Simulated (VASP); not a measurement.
# Be (P6_3/mmc) in VASP: a series of runs

Be is run at these levels: PBEsol; tasks: single point.

Program: VASP 6.6.1. These are calculated values, not measurements. Logs are shortened: lines on timing, memory, paths and dates and some standing lists are left out, and cuts for length are marked.

## Step 1: The cell of the first run

The structure is hexagonal, space group P6_3/mmc (No. 194). Conventional cell: a = 2.300 Å, b = 2.300 Å, c = 3.547 Å, α = 90.00°, β = 90.00°, γ = 120.00°. Be (site symmetry -6m2) has 12 Be at 2.22 to 2.30 Å within 2.9 Å.

## Step 2: Single point, PBEsol (strain +0.000 along x and y, -0.015 along z)

The input, INCAR:

```
SYSTEM = Be
ALGO = Fast ; EDIFF = 1E-6
ENCUT = 520 ; GGA = PS
ISIF = 2 ; ISMEAR = 0
LASPH = .True. ; LCHARG = .False.
LREAL = .False. ; LWAVE = .False.
NBANDS = 9 ; NELM = 60
PREC = Accurate ; SIGMA = 0.15
```

The input, KPOINTS:

```
k-points
0
Gamma
  24 24 14
  0 0 0
```

The input, POSCAR:

```
Be
1.0
    2.2995019849      0.0000000000      0.0000000000
   -1.1497509925      1.9914271350      0.0000000000
    0.0000000000      0.0000000000      3.5468865000
Be
2
Direct
    0.3333333333      0.6666666667      0.2500000000
    0.6666666667      0.3333333333      0.7500000000
```

Potentials or basis: VASP PAW PBE potentials, release 64 (Be).

Run with:

```
cat potpaw_PBE.64/Be/POTCAR > POTCAR
mpirun -np 1 vasp_std > vasp.out
```

OUTCAR:

```text
SYSTEM = Be
   EDIFF = 1E-6
   ENCUT = 520
   GGA = PS
   ISIF = 2
   ISMEAR = 0
   LASPH = .True.
   LREAL = .False.
   NELM = 60
   PREC = Accurate

 ion  position               nearest neighbor table
   1  0.333  0.667  0.250-   2 2.22   2 2.22   2 2.22   2 2.22   2 2.22   2 2.22
   2  0.667  0.333  0.750-   1 2.22   1 2.22   1 2.22   1 2.22   1 2.22   1 2.22

  LATTYP: Found a hexagonal cell.
 ALAT       =     2.2995019849
 C/A-ratio  =     1.5424585512

  Lattice vectors:

 A1 = (   2.2995019849,   0.0000000000,   0.0000000000)
 A2 = (  -1.1497509925,   1.9914271350,   0.0000000000)
 A3 = (   0.0000000000,   0.0000000000,   3.5468865000)

Analysis of symmetry for initial positions (statically):
=====================================================================
 Subroutine PRICEL returns:
 Original cell was already a primitive cell.

 Routine SETGRP: Setting up the symmetry group for a
 hexagonal supercell.

 Subroutine GETGRP returns: Found 24 space group operations
 (whereof 12 operations were pure point group operations)
 out of a pool of 24 trial point group operations.

The static configuration has the point symmetry D_3d.
 The point group associated with its full space group is D_6h.

Analysis of symmetry for dynamics (positions and initial velocities):
=====================================================================
 Subroutine PRICEL returns:
 Original cell was already a primitive cell.

 Routine SETGRP: Setting up the symmetry group for a
 hexagonal supercell.

 Subroutine GETGRP returns: Found 24 space group operations
 (whereof 12 operations were pure point group operations)
 out of a pool of 24 trial point group operations.

The dynamic configuration has the point symmetry D_3d.
 The point group associated with its full space group is D_6h.

 Subroutine INISYM returns: Found 24 space group operations
 (whereof 12 operations are pure point group operations),
 and found     1 'primitive' translations

----------------------------------------------------------------------------------------

                                     Primitive cell

  volume of cell :      16.2422

  direct lattice vectors                    reciprocal lattice vectors
     2.299501985  0.000000000  0.000000000     0.434876772  0.251076221  0.000000000
    -1.149750993  1.991427135  0.000000000     0.000000000  0.502152443  0.000000000
     0.000000000  0.000000000  3.546886500     0.000000000  0.000000000  0.281937412

  length of vectors
     2.299501985  2.299501985  3.546886500     0.502152443  0.502152443  0.281937412

  position of ions in fractional coordinates (direct lattice)
[... 82 lines left out ...]
   NSW    =      0    number of steps for IOM
   IBRION =     -1    ionic relax: 0-MD 1-quasi-New 2-CG
   NFREE  =      0    steps in history (QN), initial steepest desc. (CG)
   ISIF   =      2    stress and relaxation
   ISYM   =      2    0-nonsym 1-usesym 2-fastsym
   POTIM  = 0.5000    time-step for ionic-motion
   TEBEG  =    0.0;   TEEND  =   0.0 temperature during run
   PSTRESS=    0.0 pullay stress
   NELECT =       4.0000    total number of electrons
   NUPDOWN=      -1.0000    fix difference up-down
   EMIN   =  10.00;   EMAX   =-10.00  energy-range for DOS
   EFERMI =   0.00;   METHOD = LEGACY
   ISMEAR =     0;   SIGMA  =   0.15  broadening in eV -4-tet -1-fermi 0-gaus
   EFERMI_NEDOS =   21; number of points for ismear=-14 and -15
   IALGO  =     68    algorithm
   IMIX   =      4    mixing-type and parameters
     AMIX     =   0.40;   BMIX     =  1.00
     AMIX_MAG =   1.60;   BMIX_MAG =  1.00
  volume/ion in A,a.u.               =       8.12        54.80
  Fermi-wavevector in a.u.,A,eV,Ry     =   1.026155  1.939152 14.326856  1.052994
  Thomas-Fermi vector in A             =   2.160033
   LORBIT       =      0    0 simple, 1 ext, 2 COOP (PROOUT), +10 PAW based schemes
   GGA     = PS    functional components
   LHFCALC =     F    Hartree Fock is set to
   AEXX    =    0.0000 exact exchange contribution
   IVDW    =     0    specifies the selected vdW correction
   LEPSILON=     F    determine dielectric tensor
   LRPA    =     F    only Hartree local field effects (RPA)
 non-spin polarized calculation
 RMM-DIIS sequential band-by-band and
 Gauss-broadening in eV      SIGMA  =   0.15
  energy-cutoff  :      520.00
  volume of cell :       16.24
 maximum number of plane-waves:       470
 NGX is ok and might be reduce to    18
   NGX =  9   NGY =  9   NGZ = 13

 number of electron       4.0000000 magnetization

 Free energy of the ion-electron system (eV)
  ---------------------------------------------------
  ext. energy  EPLUGINS =         0.00000000
  ---------------------------------------------------
  free energy    TOTEN  =        -7.98523106 eV

  energy without entropy =       -7.98300469  energy(sigma->0) =       -7.98411788

 E-fermi :   6.6951     XC(G=0): -10.5196

 val. band max:        6.6769487119   @ k =   0.2917   0.2917   0.1429
 cond. band min:       6.6958878549   @ k =   0.2917   0.2500   0.0000
 fundamental gap:      0.0189391430
 Fermi energy:         6.6951157506

 k-point     1 :       0.0000    0.0000    0.0000
  band No.  band energies     occupation
      1      -4.3981      2.00000
      2       2.6278      2.00000
      3       8.1849      0.00000
      4      22.0509      0.00000
      5      22.0509      0.00000
      6      24.9534      0.00000
      7      24.9534      0.00000
      8      27.6849      0.00000
      9      33.1535      0.00000
[... 265 lines left out ...]
 k-point    24 :       0.4583    0.0417    0.0000
  band No.  band energies     occupation
      1       1.6890      2.00000
      2       3.8162      2.00000
      3      10.2746      0.00000
      4      13.5028      0.00000
      5      13.5580      0.00000
      6      14.8376      0.00000
      7      17.6331      0.00000
      8      23.3396      0.00000
      9      26.0129      0.00000

 [... further k-points ...]
[... 5 lines left out ...]
  --------------------------------------------------------------------------------------
  -------------------------------------------------------------------------------------
  Total       -0.5701333     -0.5701333      0.0632402      0.0000000      0.0000000      0.0000000
  in kB      -56.2395080    -56.2395080      6.2381863      0.0000000      0.0000000      0.0000000
  external PRESSURE =     -35.4136099 kB  Pullay stress =       0.0000000 kB

 VOLUME and BASIS-vectors are now :
 -----------------------------------------------------------------------------
  energy-cutoff  :      520.00
  volume of cell :       16.24
      direct lattice vectors                 reciprocal lattice vectors
     2.299501985  0.000000000  0.000000000     0.434876772  0.251076221  0.000000000
    -1.149750993  1.991427135  0.000000000     0.000000000  0.502152443  0.000000000
     0.000000000  0.000000000  3.546886500     0.000000000  0.000000000  0.281937412

 POSITION                                       TOTAL-FORCE (eV/Angst)
 -----------------------------------------------------------------------------------
     -0.00000      1.32762      0.88672        -0.000000     -0.000000      0.000000
      1.14975      0.66381      2.66016         0.000000      0.000000      0.000000
 -----------------------------------------------------------------------------------
    total drift:                                0.000000     -0.000000      0.000000

  FREE ENERGIE OF THE ION-ELECTRON SYSTEM (eV)
  ---------------------------------------------------
  free  energy   TOTEN  =        -7.9852310568 eV

  energy  without entropy=       -7.9830046934  energy(sigma->0) =       -7.98411788
```

OSZICAR:

```text
N       E                     dE             d eps       ncg     rms          rms(c)
DAV:   1    -0.321941969058E+01   -0.32194E+01   -0.18133E+03  8848   0.366E+02
DAV:   2    -0.796025387981E+01   -0.47408E+01   -0.46002E+01 13180   0.539E+01
DAV:   3    -0.801692368591E+01   -0.56670E-01   -0.56430E-01 10050   0.389E+00
DAV:   4    -0.801701233593E+01   -0.88650E-04   -0.88646E-04 10828   0.158E-01
DAV:   5    -0.801701238496E+01   -0.49033E-07   -0.48575E-07  9999   0.359E-03    0.123E+00
RMM:   6    -0.799478812958E+01    0.22224E-01   -0.16880E-03  8954   0.435E-01    0.745E-01
RMM:   7    -0.798522152010E+01    0.95666E-02   -0.27229E-03  9165   0.438E-01    0.135E-02
RMM:   8    -0.798523013967E+01   -0.86196E-05   -0.12068E-04  9736   0.108E-01    0.557E-03
RMM:   9    -0.798523155788E+01   -0.14182E-05   -0.67924E-06 10328   0.195E-02    0.180E-03
RMM:  10    -0.798523105679E+01    0.50109E-06   -0.44838E-07  8962   0.612E-03
   1 F= -.79852311E+01 E0= -.79841179E+01  d E =-.222636E-02
```

Run time: 22 s. Hardware: 1 thread of AMD EPYC 9R45 (Zen 5), shared host; peak memory 0.14 GiB.

Results:

```yaml
Free_energy: -7.9852 eV
Pressure: -3.5 GPa
Band_gap_on_the_k_mesh: zero (bands 2 and 3 overlap by 2.13 eV)
```

Stress tensor (GPa, compression positive):
```
-5.62  0.00  0.00
 0.00 -5.62  0.00
 0.00  0.00  0.62
```

Levels at points of the mesh, in eV from the Fermi level:
```tsv
k point	band 1	band 2	band 3	band 4	band 5
(0.00, 0.00, 0.00)	-11.09	-4.07	1.49	15.36	15.36
(0.50, 0.00, 0.00)	-4.89	-3.09	3.70	6.58	6.92
(0.00, 0.00, 0.50)	-8.90	-8.90	11.20	11.20	17.06
(0.50, 0.00, 0.50)	-3.49	-3.49	1.54	1.54	11.64
```

Caveat: the cell differs from its parent crystal (strain +0.000 along x and y, -0.015 along z); the cell stands under tension; the PAW data sets were made with another functional, which shifts forces and pressure a little.

## Step 3: Single point, PBEsol (strain -0.015 along x and y, +0.015 along z)

The input, INCAR:

```
SYSTEM = Be
PREC = Accurate ; ENCUT = 520
EDIFF = 1E-6 ; ISMEAR = 0
SIGMA = 0.15 ; LREAL = .FALSE.
LASPH = .TRUE. ; NELM = 60
ALGO = Normal ; ISIF = 2
LWAVE = .FALSE. ; LCHARG = .TRUE.
GGA = PS ; LELF = .TRUE.
LVHAR = .TRUE. ; NBANDS = 9
```

The input, KPOINTS:

```
regular mesh
0
G
  24 24 14
  0 0 0
```

The input, POSCAR:

```
Be
1.0
    2.2650094551      0.0000000000      0.0000000000
   -1.1325047276      1.9615557279      0.0000000000
    0.0000000000      0.0000000000      3.6549135000
Be
2
Direct
    0.3333333333      0.6666666667      0.2500000000
    0.6666666667      0.3333333333      0.7500000000
```

Potentials or basis: VASP PAW PBE potentials, release 64 (Be).

Run with:

```
cat potpaw_PBE.64/Be/POTCAR > POTCAR
mpirun -np 1 vasp_std > vasp.out
```

It took 19 s on 1 thread of AMD EPYC 9R45 (Zen 5), shared host; peak memory 0.14 GiB.

Results (log left out):

* Free energy: -7.9818 eV
* Pressure: -4.0 GPa
* Band gap on the k mesh: zero (bands 2 and 3 overlap by 1.88 eV)

Stress tensor (GPa, compression positive):
```
-1.08  0.00  0.00
 0.00 -1.08  0.00
 0.00  0.00 -9.76
```

Levels at points of the mesh, in eV from the Fermi level:
```
           k point  band 1  band 2  band 3  band 4  band 5  band 6
(0.00, 0.00, 0.00)  -11.26   -4.65    0.57   16.09   16.09   18.75
(0.50, 0.00, 0.00)   -4.91   -3.07    3.46    6.24    6.24    9.54
(0.00, 0.00, 0.50)   -9.19   -9.19    9.73    9.73   17.60   17.60
(0.50, 0.00, 0.50)   -3.59   -3.59    1.51    1.51   11.99   11.99
```

Caveat: the cell differs from its parent crystal (strain -0.015 along x and y, +0.015 along z); the cell stands under tension; the PAW data sets were made with another functional, which shifts forces and pressure a little.

## Step 4: Single point, PBEsol (strain -0.015 along x and y, +0.030 along z)

The input, INCAR:

```
SYSTEM = Be
PREC = Accurate
ENCUT = 520
EDIFF = 1E-6
ISMEAR = 0
SIGMA = 0.15
LREAL = .False.
LASPH = .True.
NELM = 80
ALGO = Normal
ISIF = 2
LWAVE = .False.
LCHARG = .False.
GGA = PS
NBANDS = 9
```

The input, KPOINTS:

```
regular mesh
0
Gamma
  24 24 14
  0 0 0
```

Edit POSCAR of step 3 so:

```diff
@@ -4,3 +4,3 @@
    -1.1325047276      1.9615557279      0.0000000000
-    0.0000000000      0.0000000000      3.6549135000
+    0.0000000000      0.0000000000      3.7089270000
 Be
```

Run with:

```
cat potpaw_PBE.64/Be/POTCAR > POTCAR
mpirun -np 1 vasp_std > vasp.out
```

Wall time 18 s (1 thread of AMD EPYC 9R45 (Zen 5), shared host); peak memory 0.14 GiB.

Results (log left out):

```yaml
Free_energy: -7.9637 eV
Pressure: -5.6 GPa
Band_gap_on_the_k_mesh: zero (bands 2 and 3 overlap by 1.77 eV)
```

Stress tensor (GPa, compression positive):
```
 -1.18   0.00   0.00
  0.00  -1.18   0.00
  0.00   0.00 -14.42
```

Levels at points of the mesh, in eV from the Fermi level:
| k point | band 1 | band 2 | band 3 | band 4 | band 5 |
| --- | --- | --- | --- | --- | --- |
| (0.00, 0.00, 0.00) | -11.23 | -4.76 | 0.23 | 16.15 | 16.15 |
| (0.50, 0.00, 0.00) | -4.86 | -3.05 | 3.37 | 5.94 | 6.09 |
| (0.00, 0.00, 0.50) | -9.21 | -9.21 | 9.16 | 9.16 | 17.58 |
| (0.50, 0.00, 0.50) | -3.58 | -3.58 | 1.47 | 1.47 | 11.98 |

Caveat: the cell differs from its parent crystal (strain -0.015 along x and y, +0.030 along z); the cell stands under tension; the PAW data sets were made with another functional, which shifts forces and pressure a little.

## Step 5: The runs side by side

| cell | gap on the mesh (eV) | pressure (GPa) |
| --- | --- | --- |
| a = 2.300, b = 2.300, c = 3.547 Å, angles 90.0, 90.0, 120.0°, 2 atoms | none | -3.5 |
| a = 2.265, b = 2.265, c = 3.655 Å, angles 90.0, 90.0, 120.0°, 2 atoms | none | -4.0 |
| a = 2.265, b = 2.265, c = 3.709 Å, angles 90.0, 90.0, 120.0°, 2 atoms | none | -5.6 |

Alike in all rows: task single point; level PBEsol; potentials or basis VASP PAW PBE potentials, release 64 (Be); no spin polarisation; k mesh 24 × 24 × 14; cutoff (eV) 520; smearing gaussian 0.15 eV.

Caveats: the cell stands under tension; the PAW data sets were made with another functional, which shifts forces and pressure a little.

Absolute energies hang on the potentials; compare differences alone.
